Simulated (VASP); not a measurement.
A run of VASP 6.6.1:

File INCAR:

```
ALGO = Normal
DIPOL = 0.5 0.5 0.500
EDIFF = 1E-7
ENCUT = 520
GGA = PE
IDIPOL = 3
ISIF = 2
ISMEAR = -1
ISPIN = 2
LASPH = True
LCHARG = True
LDIPOL = True
LELF = True
LMAXMIX = 4
LORBIT = 11
LREAL = False
LVACPOTAV = True
LVHAR = True
LWAVE = False
MAGMOM = 0 0 0 0 2
NBANDS = 32
NELM = 150
PREC = Accurate
SIGMA = 0.05
```

KPOINTS

```
k-points
0
Gamma
  11 11 1
```

File POSCAR:

```
CoPt2O2
1.0
    2.8245398345      0.0000000000      0.0000000000
   -1.4122699173      2.4461232507      0.0000000000
    0.0000000000      0.0000000000     20.9393891094
Pt O Co
2 2 1
Direct
    0.6666666667      0.3333333333      0.3581766383
    0.3333333333      0.6666666667      0.6418233617
    0.6666666667      0.3333333333      0.4536895923
    0.3333333333      0.6666666667      0.5463104077
    0.0000000000      0.0000000000      0.5000000000
```

Potentials or basis: VASP PAW PBE potentials, release 64 (Pt, O, Co).

The run is started by

```console
$ cat potpaw_PBE.64/Pt/POTCAR potpaw_PBE.64/O/POTCAR potpaw_PBE.64/Co/POTCAR > POTCAR
$ mpirun -np 1 vasp_std > vasp.out
```

Hardware: 1 thread of Intel(R) Xeon(R) Platinum 8488C (Sapphire Rapids) (shared host).

Problem. How long does it take, and how much memory?

Solution. Wall time 5.1 min on 1 thread of Intel(R) Xeon(R) Platinum 8488C (Sapphire Rapids), with other jobs on the host, peak memory 0.43 GiB. Counts: scf iterations 41, k points 16.
